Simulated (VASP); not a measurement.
# BaTe (Fm-3m) in VASP: notebook

The runs below take BaTe through single point, relaxation of cell and atoms, with PBEsol.

All numbers are computed with VASP 6.6.1; they aren't measurements. Logs are shortened: lines on timing, memory, paths and dates and some standing lists are left out, and cuts for length are marked.

## Step 1: The cell of the first run

The structure is cubic, space group Fm-3m (No. 225). Conventional cell: a = 6.941 Å, b = 6.941 Å, c = 6.941 Å, α = 90.00°, β = 90.00°, γ = 90.00°. Ba (site symmetry m-3m) has 6 Te at 3.47 Å within 4.6 Å. Te (site symmetry m-3m) has 6 Ba at 3.47 Å within 4.6 Å.

## Step 2: Single point, PBEsol

INCAR

```
SYSTEM = BaTe
  PREC = Accurate
  ENCUT = 520
  EDIFF = 1E-6
  ISMEAR = 0
  SIGMA = 0.02
  LREAL = .FALSE.
  LASPH = .TRUE.
  NELM = 60
  ALGO = Normal
  ISIF = 2
  LWAVE = .FALSE.
  LCHARG = .TRUE.
  GGA = PS
  LELF = .TRUE.
  LVHAR = .TRUE.
  NBANDS = 15
```

KPOINTS

```
regular mesh
0
G
  8 8 8
  0 0 0
```

POSCAR

```
BaTe
1.0
    0.0000000000      3.4706928309      3.4706928309
    3.4706928309      0.0000000000      3.4706928309
    3.4706928309      3.4706928309      0.0000000000
Ba Te
1 1
Direct
    0.0000000000      0.0000000000      0.0000000000
    0.5000000000      0.5000000000      0.5000000000
```

Potentials or basis: VASP PAW PBE potentials, release 64 (Ba_sv, Te).

The run is started by

```sh
> cat potpaw_PBE.64/Ba_sv/POTCAR potpaw_PBE.64/Te/POTCAR > POTCAR
> mpirun -np 1 vasp_std > vasp.out
```

OUTCAR:

```text
SYSTEM = BaTe
   PREC = Accurate
   ENCUT = 520
   EDIFF = 1E-6
   ISMEAR = 0
   LREAL = .FALSE.
   LASPH = .TRUE.
   NELM = 60
   ISIF = 2
   GGA = PS

 ion  position               nearest neighbor table
   1  0.000  0.000  0.000-   2 3.47   2 3.47   2 3.47   2 3.47   2 3.47   2 3.47
   2  0.500  0.500  0.500-   1 3.47   1 3.47   1 3.47   1 3.47   1 3.47   1 3.47

  LATTYP: Found a face centered cubic cell.
 ALAT       =     6.9413856618

  Lattice vectors:

 A1 = (   0.0000000000,   3.4706928309,   3.4706928309)
 A2 = (   3.4706928309,   0.0000000000,   3.4706928309)
 A3 = (   3.4706928309,   3.4706928309,   0.0000000000)

Analysis of symmetry for initial positions (statically):
=====================================================================
 Subroutine PRICEL returns:
 Original cell was already a primitive cell.

 Routine SETGRP: Setting up the symmetry group for a
 face centered cubic supercell.

 Subroutine GETGRP returns: Found 48 space group operations
 (whereof 48 operations were pure point group operations)
 out of a pool of 48 trial point group operations.

The static configuration has the point symmetry O_h .

Analysis of symmetry for dynamics (positions and initial velocities):
=====================================================================
 Subroutine PRICEL returns:
 Original cell was already a primitive cell.

 Routine SETGRP: Setting up the symmetry group for a
 face centered cubic supercell.

 Subroutine GETGRP returns: Found 48 space group operations
 (whereof 48 operations were pure point group operations)
 out of a pool of 48 trial point group operations.

The dynamic configuration has the point symmetry O_h .

 Subroutine INISYM returns: Found 48 space group operations
 (whereof 48 operations are pure point group operations),
 and found     1 'primitive' translations

----------------------------------------------------------------------------------------

                                     Primitive cell

  volume of cell :      83.6139

  direct lattice vectors                    reciprocal lattice vectors
     0.000000000  3.470692831  3.470692831    -0.144063455  0.144063455  0.144063455
     3.470692831  0.000000000  3.470692831     0.144063455 -0.144063455  0.144063455
     3.470692831  3.470692831  0.000000000     0.144063455  0.144063455 -0.144063455

  length of vectors
     4.908300872  4.908300872  4.908300872     0.249525223  0.249525223  0.249525223

  position of ions in fractional coordinates (direct lattice)
     0.000000000  0.000000000  0.000000000
     0.500000000  0.500000000  0.500000000

  ion indices of the primitive-cell ions
   primitive index   ion index
                 1           1
                 2           2

----------------------------------------------------------------------------------------

 KPOINTS: regular mesh

Automatic generation of k-mesh.
 Grid dimensions read from file:
 generate k-points for:    8    8    8

 Generating k-lattice:

  Cartesian coordinates                     Fractional coordinates (reciprocal lattice)
    -0.018007932  0.018007932  0.018007932     0.125000000  0.000000000  0.000000000
     0.018007932 -0.018007932  0.018007932     0.000000000  0.125000000  0.000000000
     0.018007932  0.018007932 -0.018007932     0.000000000  0.000000000  0.125000000

  Length of vectors
     0.031190653  0.031190653  0.031190653

  Shift w.r.t. Gamma in fractional coordinates (k-lattice)
     0.000000000  0.000000000  0.000000000

 Subroutine IBZKPT returns following result:
 ===========================================

 Found     29 irreducible k-points:

 Following reciprocal coordinates:
            Coordinates               Weight
  0.000000  0.000000  0.000000      1.000000
  0.125000  0.000000  0.000000      8.000000
  0.250000  0.000000  0.000000      8.000000
  0.375000  0.000000  0.000000      8.000000
  0.500000  0.000000  0.000000      4.000000
  0.125000  0.125000  0.000000      6.000000
[... 16 lines left out ...]
  0.500000  0.250000  0.125000     48.000000
 -0.375000  0.250000  0.125000     24.000000
 [... further k-points ...]
   k-points           NKPTS =     29   k-points in BZ     NKDIM =     29   number of bands    NBANDS=     15
   number of dos      NEDOS =    301   number of ions     NIONS =      2
   total plane-waves  NPLWV =  64000
   dimension x,y,z NGX =    40 NGY =   40 NGZ =   40
   dimension x,y,z NGXF=    80 NGYF=   80 NGZF=   80
   ions per type =               1   1
   NGX,Y,Z   is equivalent  to a cutoff of  13.55, 13.55, 13.55 a.u.
   NGXF,Y,Z  is equivalent  to a cutoff of  27.10, 27.10, 27.10 a.u.
 SYSTEM =  BaTe
   PREC   = accura    normal or accurate (medium, high low for compatibility)
   ISTART =      0    job   : 0-new  1-cont  2-samecut
   ICHARG =      2    charge: 1-file 2-atom 10-const
   ISPIN  =      1    spin polarized calculation?
   LNONCOLLINEAR =      F non collinear calculations
   LSORBIT =      F    spin-orbit coupling
   LASPH  =      T    aspherical Exc in radial PAW
   ENCUT  =  520.0 eV  38.22 Ry    6.18 a.u.   9.13  9.13  9.13*2*pi/ulx,y,z
   NELM   =     60;   NELMIN=  2; NELMDL= -5     # of ELM steps
   EDIFF  = 0.1E-05   stopping-criterion for ELM
   LREAL  =      F    real-space projection
   EDIFFG = 0.1E-04   stopping-criterion for IOM
   NSW    =      0    number of steps for IOM
   IBRION =     -1    ionic relax: 0-MD 1-quasi-New 2-CG
   NFREE  =      0    steps in history (QN), initial steepest desc. (CG)
   ISIF   =      2    stress and relaxation
   ISYM   =      2    0-nonsym 1-usesym 2-fastsym
   POTIM  = 0.5000    time-step for ionic-motion
   TEBEG  =    0.0;   TEEND  =   0.0 temperature during run
   PSTRESS=    0.0 pullay stress
   NELECT =      16.0000    total number of electrons
   NUPDOWN=      -1.0000    fix difference up-down
   EMIN   =  10.00;   EMAX   =-10.00  energy-range for DOS
   EFERMI =   0.00;   METHOD = LEGACY
   ISMEAR =     0;   SIGMA  =   0.02  broadening in eV -4-tet -1-fermi 0-gaus
   EFERMI_NEDOS =   21; number of points for ismear=-14 and -15
   IALGO  =     38    algorithm
   IMIX   =      4    mixing-type and parameters
     AMIX     =   0.40;   BMIX     =  1.00
     AMIX_MAG =   1.60;   BMIX_MAG =  1.00
  volume/ion in A,a.u.               =      41.81       282.13
  Fermi-wavevector in a.u.,A,eV,Ry     =   0.943384  1.782738 12.108831  0.889974
  Thomas-Fermi vector in A             =   2.071086
   LORBIT       =      0    0 simple, 1 ext, 2 COOP (PROOUT), +10 PAW based schemes
   GGA     = PS    functional components
   LHFCALC =     F    Hartree Fock is set to
   AEXX    =    0.0000 exact exchange contribution
   IVDW    =     0    specifies the selected vdW correction
   LEPSILON=     F    determine dielectric tensor
   LRPA    =     F    only Hartree local field effects (RPA)
 non-spin polarized calculation
 Gauss-broadening in eV      SIGMA  =   0.02
  energy-cutoff  :      520.00
  volume of cell :       83.61
 maximum number of plane-waves:      2272
 NGX is ok and might be reduce to    40
   NGX = 19   NGY = 19   NGZ = 19

 number of electron      16.0000000 magnetization

 Free energy of the ion-electron system (eV)
  ---------------------------------------------------
  ext. energy  EPLUGINS =         0.00000000
  ---------------------------------------------------
  free energy    TOTEN  =        -9.19078448 eV

  energy without entropy =       -9.19078448  energy(sigma->0) =       -9.19078448

 E-fermi :   2.4387     XC(G=0):  -8.5122

 val. band max:        2.3144211464   @ k =   0.0000   0.0000   0.0000
 cond. band min:       3.6868250094   @ k =   0.5000   0.5000   0.0000
 fundamental gap:      1.3724038631
 Fermi energy:         2.4386806368

 k-point     1 :       0.0000    0.0000    0.0000
  band No.  band energies     occupation
      1     -24.6029      2.00000
      2      -9.7476      2.00000
      3      -9.7476      2.00000
      4      -9.7476      2.00000
      5      -7.3224      2.00000
      6       2.3144      2.00000
      7       2.3144      2.00000
      8       2.3144      2.00000
      9       5.1619      0.00000
     10       5.1619      0.00000
     11       5.1619      0.00000
     12       5.1659      0.00000
     13       5.8347      0.00000
     14       5.8347      0.00000
     15       9.1511      0.00000

 k-point     2 :       0.1250    0.0000    0.0000
  band No.  band energies     occupation
      1     -24.6006      2.00000
      2      -9.8351      2.00000
      3      -9.7495      2.00000
      4      -9.7495      2.00000
      5      -7.1904      2.00000
      6       1.7640      2.00000
      7       2.0610      2.00000
      8       2.0610      2.00000
      9       5.1742      0.00000
     10       5.3656      0.00000
     11       5.3656      0.00000
     12       5.8751      0.00000
     13       6.3044      0.00000
     14       6.3044      0.00000
     15       9.6694      0.00000

 k-point     3 :       0.2500    0.0000    0.0000
  band No.  band energies     occupation
      1     -24.5951      2.00000
      2     -10.0195      2.00000
      3      -9.7541      2.00000
      4      -9.7541      2.00000
      5      -6.8922      2.00000
      6       0.8701      2.00000
      7       1.5980      2.00000
      8       1.5980      2.00000
      9       5.3463      0.00000
     10       5.9050      0.00000
     11       5.9050      0.00000
     12       7.1557      0.00000
     13       7.4398      0.00000
     14       7.4398      0.00000
     15      10.5949      0.00000
[... 343 lines left out ...]
 k-point    23 :       0.5000    0.2500    0.1250
  band No.  band energies     occupation
      1     -24.5866      2.00000
      2     -10.1018      2.00000
      3      -9.8362      2.00000
      4      -9.7811      2.00000
      5      -6.7281      2.00000
      6       0.4453      2.00000
      7       1.2411      2.00000
      8       1.4777      2.00000
      9       5.3130      0.00000
     10       6.8280      0.00000
     11       7.1688      0.00000
     12       7.3445      0.00000
     13       7.9776      0.00000
     14       9.6467      0.00000
     15       9.9458      0.00000

 k-point    24 :      -0.3750    0.2500    0.1250
  band No.  band energies     occupation
      1     -24.5847      2.00000
      2     -10.1305      2.00000
      3      -9.8392      2.00000
      4      -9.7922      2.00000
      5      -6.6815      2.00000
      6       0.3997      2.00000
      7       1.2308      2.00000
      8       1.2559      2.00000
      9       5.9461      0.00000
     10       6.2350      0.00000
     11       7.5513      0.00000
     12       7.8212      0.00000
     13       8.3433      0.00000
     14       9.1972      0.00000
     15      10.4119      0.00000

 [... further k-points ...]

------------------------ aborting loop because EDIFF is reached ----------------------------------------

  FORCE on cell =-STRESS in cart. coord.  units (eV):
  Direction    XX          YY          ZZ          XY          YZ          ZX
  --------------------------------------------------------------------------------------
  -------------------------------------------------------------------------------------
  Total        0.2011541      0.2011541      0.2011541      0.0000000      0.0000000      0.0000000
  in kB        3.8544369      3.8544369      3.8544369      0.0000000      0.0000000      0.0000000
  external PRESSURE =       3.8544369 kB  Pullay stress =       0.0000000 kB

 VOLUME and BASIS-vectors are now :
 -----------------------------------------------------------------------------
  energy-cutoff  :      520.00
  volume of cell :       83.61
      direct lattice vectors                 reciprocal lattice vectors
     0.000000000  3.470692831  3.470692831    -0.144063455  0.144063455  0.144063455
     3.470692831  0.000000000  3.470692831     0.144063455 -0.144063455  0.144063455
     3.470692831  3.470692831  0.000000000     0.144063455  0.144063455 -0.144063455

 POSITION                                       TOTAL-FORCE (eV/Angst)
 -----------------------------------------------------------------------------------
      0.00000      0.00000      0.00000        -0.000000     -0.000000      0.000000
      3.47069      3.47069      3.47069         0.000000      0.000000     -0.000000
 -----------------------------------------------------------------------------------
    total drift:                                0.000000     -0.000000     -0.000000

  FREE ENERGIE OF THE ION-ELECTRON SYSTEM (eV)
  ---------------------------------------------------
  free  energy   TOTEN  =        -9.1907844821 eV

  energy  without entropy=       -9.1907844821  energy(sigma->0) =       -9.19078448
```

Wall time 70 s (1 thread of AMD EPYC 7R43 (Zen 3), shared host); peak memory 0.21 GiB.

What came out:

```yaml
Free_energy: -9.1908 eV
Pressure: 0.4 GPa
Band_gap_on_the_k_mesh: 1.37 eV (least direct gap 1.76 eV)
```

Levels at points of the mesh, in eV from the valence-band top:
```tsv
k point	band 5	band 6	band 7	band 8	band 9	band 10	band 11	band 12
(0.00, 0.00, 0.00)	-9.64	0.00	0.00	0.00	2.85	2.85	2.85	2.85
(0.50, 0.00, 0.00)	-8.81	-2.35	-1.20	-1.20	4.11	4.76	4.90	4.90
(0.50, 0.50, 0.00)	-9.42	-1.16	-0.39	-0.39	1.37	4.46	4.64	5.68
```

Caveat: the PAW data sets were made with another functional, which shifts forces and pressure a little; spin-orbit coupling is left out, which moves the levels of the heavy elements.

## Step 3: Relaxation of cell and atoms, PBEsol

This run uses another cell than the first one, of 38.64 Å³/atom.

INCAR

```
SYSTEM = BaTe
ALGO     = Normal         ! electronic algorithm
EDIFF    = 1E-6           ! SCF threshold, eV
EDIFFG   = -0.005         ! ionic threshold
ENCUT    = 600            ! plane-wave cutoff, eV
GGA      = PS             ! functional
IBRION   = 2              ! ionic algorithm
ISIF     = 3              ! what is computed and relaxed
ISMEAR   = 0              ! smearing method
LASPH    = .TRUE.         ! aspherical terms in the spheres
LCHARG   = .FALSE.        ! write CHGCAR
LREAL    = .FALSE.        ! projectors in reciprocal space
LWAVE    = .FALSE.        ! write WAVECAR
NELM     = 100            ! most SCF steps
NSW      = 100            ! ionic steps
PREC     = Accurate       ! precision mode
SIGMA    = 0.02           ! smearing width, eV
```

KPOINTS

```
k-points
0
G
  8 8 8
  0 0 0
```

POSCAR

```
BaTe
1.0
    0.0000000000      3.3806921758      3.3806921758
    3.3806921758      0.0000000000      3.3806921758
    3.3806921758      3.3806921758      0.0000000000
Ba Te
1 1
Direct
    0.0000000000      0.0000000000      0.0000000000
    0.5000000000      0.5000000000      0.5000000000
```

Potentials or basis: VASP PAW PBE potentials, release 64 (Ba_sv, Te).

The run is started by

```sh
> cat potpaw_PBE.64/Ba_sv/POTCAR potpaw_PBE.64/Te/POTCAR > POTCAR
> mpirun -np 1 vasp_std > vasp.out
```

Run time: 2 min. Hardware: 1 thread of AMD EPYC 7R43 (Zen 3), shared host; peak memory 0.22 GiB.

The run converged. Its results:

```yaml
Free_energy: -9.1918 eV
Relaxed_volume: 42.29 Å³/atom
Relaxed_cell: a = 4.927 Å, b = 4.927 Å, c = 4.927 Å, α = 60.00°, β = 60.00°, γ = 60.00°
Space_group_after_relaxing_to_0.1_Å: Fm-3m (No. 225)
Energy_gained_by_relaxing: 37.0 meV/atom
Ionic_steps: 3
Pressure_after_relaxing: 0.0 GPa
Band_gap_on_the_k_mesh: 1.40 eV (least direct gap 1.79 eV)
```

Step by step:
```tsv
step	energy change (eV)	largest force (eV/Å)	pressure (GPa)	volume (Å³)
1	0.0000	0.0000	3.52	77.28
2	-0.0668	0.0000	-0.88	87.15
3	-0.0740	0.0000	0.01	84.57
```

Final structure:
```
CELL_PARAMETERS angstrom
0.00000 3.48388 3.48388
3.48388 0.00000 3.48388
3.48388 3.48388 0.00000
ATOMIC_POSITIONS crystal
Ba 0.00000 0.00000 0.00000
Te 0.50000 0.50000 0.50000
```

Levels at points of the mesh, in eV from the valence-band top:
```
           k point  band 5  band 6  band 7  band 8  band 9  band 10  band 11  band 12
(0.00, 0.00, 0.00)   -9.61    0.00    0.00    0.00    2.81     2.86     2.86     2.86
(0.50, 0.00, 0.00)   -8.82   -2.32   -1.17   -1.17    4.09     4.73     4.88     4.88
(0.50, 0.50, 0.00)   -9.40   -1.16   -0.39   -0.39    1.40     4.44     4.59     5.63
```

Caveat: the PAW data sets were made with another functional, which shifts forces and pressure a little; spin-orbit coupling is left out, which moves the levels of the heavy elements.
